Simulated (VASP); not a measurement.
Input of a VASP 6.6.1 run:

The input INCAR:

```
ALGO = Normal ; EDIFF = 1E-6
ENCUT = 520 ; GGA = PE
GGA_COMPAT = F ; ISIF = 2
ISMEAR = -1 ; LASPH = T
LCHARG = F ; LREAL = Auto
LWAVE = F ; NBANDS = 102
NELM = 120 ; PREC = Accurate
SIGMA = 0.01
```

KPOINTS

```
k-points
0
Gamma
  1 1 1
```

Contents of POSCAR:

```
TiB18N18
1.0
    7.4650312800      0.0000000000      0.0000000000
   -3.7325156400      6.4649067300      0.0000000000
    0.0000000000      0.0000000000      6.4954828800
B N Ti
18 18 1
Direct
    0.1360428502      0.1960908414      0.2558005356
    0.1942683495      0.1343898739      0.7560703478
    0.1397372786      0.5325349837      0.2455146183
    0.1941286095      0.4730083708      0.7561819638
    0.1395730165      0.8653530876      0.2534010220
    0.1974647973      0.8043665929      0.7511386128
    0.4755133620      0.1955158911      0.2515851447
    0.5310625995      0.1380926342      0.7583266850
    0.4772145668      0.5276376199      0.1512939097
    0.5267242369      0.4764874620      0.8508091087
    0.4731074946      0.8626670473      0.2345988787
    0.5334347180      0.8071121855      0.7435187020
    0.8059751766      0.1983201079      0.2544705345
    0.8636473885      0.1376633936      0.7560432520
    0.8089314044      0.5347648689      0.2591805769
    0.8616233035      0.4714351076      0.7710929414
    0.8034562240      0.8643320365      0.2379678353
    0.8631883768      0.8019985773      0.7685462486
    0.0871461306      0.2515728483      0.7620281804
    0.2539454969      0.0894780117      0.2515300294
    0.0831327759      0.5830469266      0.7517952230
    0.2505797292      0.4190258442      0.2251172125
    0.0847422754      0.9132167325      0.7522455359
    0.2505963065      0.7542985852      0.2431046358
    0.4175886754      0.2490000347      0.7791663982
    0.5849378626      0.0835654747      0.2538773530
    0.4188449559      0.5833957329      0.7524395169
    0.5856811750      0.4198632886      0.2460295916
    0.4196923457      0.9163298478      0.7438914226
    0.5836014755      0.7510409976      0.2048809957
    0.7528352023      0.2490286507      0.7623139175
    0.9143951479      0.0853401330      0.2561852646
    0.7507199061      0.5824486195      0.8005098460
    0.9179143230      0.4208368525      0.2599752830
    0.7540968563      0.9156951905      0.7505324993
    0.9176164042      0.7555832132      0.2552475360
    0.3995300763      0.3953787899      0.4989091742
```

Potentials or basis: VASP PAW PBE potentials, release 64 (B, N, Ti_sv).

Run with:

```sh
$ cat potpaw_PBE.64/B/POTCAR potpaw_PBE.64/N/POTCAR potpaw_PBE.64/Ti_sv/POTCAR > POTCAR
$ mpirun -np 1 vasp_gam > vasp.out
```

Question: Predict the largest force.

Answer: 0.254 eV/Å.

Question: What does it give for the pressure?

Answer: 9.7 GPa.

Question: What does it give for the band gap on the k mesh?

Answer: 0.66 eV.

Forces in eV/Å, atoms in the order of the input:
```
B    0.099 -0.090  0.029
B   -0.113  0.056 -0.037
B    0.098 -0.058 -0.005
B   -0.098  0.079 -0.045
B    0.094 -0.050  0.013
B   -0.091  0.058 -0.031
B    0.116 -0.064  0.027
B   -0.109  0.067  0.004
B    0.121 -0.075 -0.210
B   -0.139  0.055  0.197
B    0.108 -0.063 -0.026
B   -0.105  0.037 -0.046
B    0.101 -0.062  0.029
B   -0.096  0.048 -0.010
B    0.096 -0.062  0.031
B   -0.093  0.058  0.032
B    0.104 -0.080 -0.016
B   -0.095  0.052  0.017
N   -0.109  0.066 -0.047
N    0.115 -0.060  0.045
N   -0.133  0.050 -0.016
N    0.098 -0.068 -0.012
N   -0.116  0.051 -0.015
N    0.107 -0.065 -0.009
N   -0.096  0.040  0.016
N    0.089 -0.061  0.027
N   -0.106  0.072 -0.032
N    0.128 -0.057  0.053
N   -0.106  0.055 -0.029
N    0.099 -0.066 -0.099
N   -0.110  0.049  0.010
N    0.105 -0.049  0.025
N   -0.128  0.046  0.082
N    0.105 -0.065  0.022
N   -0.108  0.066 -0.011
N    0.106 -0.054  0.013
Ti   0.064  0.142  0.026
```

Caveat: the k points lie up to 0.97 Å⁻¹ apart.
